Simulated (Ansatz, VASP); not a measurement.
One calculation of Hg, two programs

The input INCAR:

```
SYSTEM = Hg
  ALGO = Fast
  EDIFF = 1E-6
  ENCUT = 520
  GGA = PS
  ISIF = 2
  ISMEAR = 0
  LASPH = .True.
  LCHARG = .False.
  LREAL = .False.
  LWAVE = .False.
  NBANDS = 32
  NELM = 100
  PREC = Accurate
  SIGMA = 0.05
```

The input KPOINTS:

```
k-points
0
Gamma
  12 12 4
  0 0 0
```

The input POSCAR:

```
Hg
1.0
    3.4538501053      0.0000000000      0.0000000000
   -1.7269250527      2.9911219321      0.0000000000
    0.0000000000      0.0000000000     10.9346720067
Hg
4
Direct
    0.0000000000      0.0000000000      0.0000000000
    0.3333333300      0.6666666700      0.2500000000
    0.0000000000      0.0000000000      0.5000000000
    0.6666666700      0.3333333300      0.7500000000
```

Input for Ansatz:

```yaml
crystal:
  lattice:
    - [3.4538501053, 0.0, 0.0]
    - [-1.7269250527, 2.9911219321, 0.0]
    - [0.0, 0.0, 10.9346720067]
  atoms:
    - { symbol: Hg, position: [0.0, 0.0, 0.0] }
    - { symbol: Hg, position: [0.33333333, 0.66666667, 0.25] }
    - { symbol: Hg, position: [0.0, 0.0, 0.5] }
    - { symbol: Hg, position: [0.66666667, 0.33333333, 0.75] }
basis:
  ecutwfc: 420
kpoints:
  mp_grid: { grid: [12, 12, 4] }
hamiltonian:
  xc: pbesol
scf:
  occupations: { method: gaussian, width: 0.05 }
output:
  forces: true
  stress: true
  eigenvalues: true
  populations: true
```

Alike in both runs: task single point; functional PBEsol; k mesh 12 × 12 × 4; occupations gaussian, width 0.05 eV; no spin polarisation.

```csv
,VASP,Ansatz
version,VASP 6.6.1,Ansatz 0.2.0
potentials or method,"VASP PAW PBE potentials, release 64 (Hg), cutoff 520 eV","scalar-relativistic, plane waves, PAW"
valence electrons in the cell,48,80
```

|  | VASP | Ansatz | Ansatz less VASP |
| --- | --- | --- | --- |
| gap on the k mesh at the Fermi level (eV) | none | none | - |
| pressure (GPa) | -2.4 | -2.6 | -0.11 |
| traceless stress, the component that is largest in VASP (GPa) | -0.06 | -0.07 | -0.013 |

VASP's potentials were made for PBE, not for PBEsol. A gap of «none» marks a metal or a gap that the smearing closes. VASP's potentials hold 48 valence electrons a cell and Ansatz's 80, so a difference there can come from the potentials and not from the codes.

Neither program's run includes spin-orbit coupling.
